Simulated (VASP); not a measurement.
Crystal: TiO2.

```
Ti O
1.0
     5.47058    0.00000    0.00000
    -2.73529    4.73766    0.00000
     0.00000    0.00000    6.08247
Ti O
3 6
Direct
  0.46694 0.00000 0.33333
  0.00000 0.46694 0.66667
  0.53306 0.53306 0.00000
  0.58107 0.85143 0.12066
  0.72963 0.14857 0.54600
  0.27037 0.41893 0.78733
  0.85143 0.58107 0.87934
  0.14857 0.72963 0.45400
  0.41893 0.27037 0.21267
```

* Program: VASP 6.6.1
* Task: relaxation of the atoms
* Functional: PBE
* Potentials or basis: VASP PAW PBE potentials, release 64 (Ti_sv, O)
* Cutoff: 520 eV
* k mesh: 5 × 5 × 4
* Occupations: fermi-dirac, width 0.05 eV
* Spin: no spin polarisation

At the start: pressure 7.4 GPa; volume 17.52 Å³/atom.

**Question.** Where does the relaxation end?

**Answer.** Over 15 steps the energy falls by 16.2 meV/atom at a fixed cell; space group P3_121 (No. 152, to 0.1 Å) before and after.

The path:
```
step  energy change (eV)  largest force (eV/Å)  pressure (GPa)
   1              0.0000                0.5441            7.42
   2             -0.0627                0.3700            5.76
   3             -0.0758                0.5970            4.59
   4             -0.1097                0.3087            3.30
   5             -0.1169                0.1375            2.38
   6             -0.1207                0.1310            2.42
   7             -0.1290                0.1420            2.52
   8             -0.1324                0.2531            2.68
   9             -0.1332                0.2049            2.63
  10             -0.1359                0.1711            2.59
  11             -0.1405                0.1008            2.48
  12             -0.1410                0.1018            2.43
  13             -0.1420                0.0912            2.33
  14             -0.1443                0.0605            1.99
  15             -0.1461                0.0071            1.30
```

Final structure:
```xyz
9
Lattice="5.4706 0.0000 0.0000 -2.7353 4.7377 0.0000 0.0000 0.0000 6.0825" Properties=species:S:1:pos:R:3 pbc="T T T"
Ti    2.5127    0.0000    2.0275
Ti   -1.2563    2.1760    4.0550
Ti    1.4790    2.5616    0.0000
O     0.8277    4.1198    0.6732
O     3.5630    0.6179    3.3818
O     0.4187    1.9609    4.7281
O     3.1540    2.7767    5.4093
O    -1.2464    3.3946    2.7007
O     1.4889    1.3430    1.3543
```
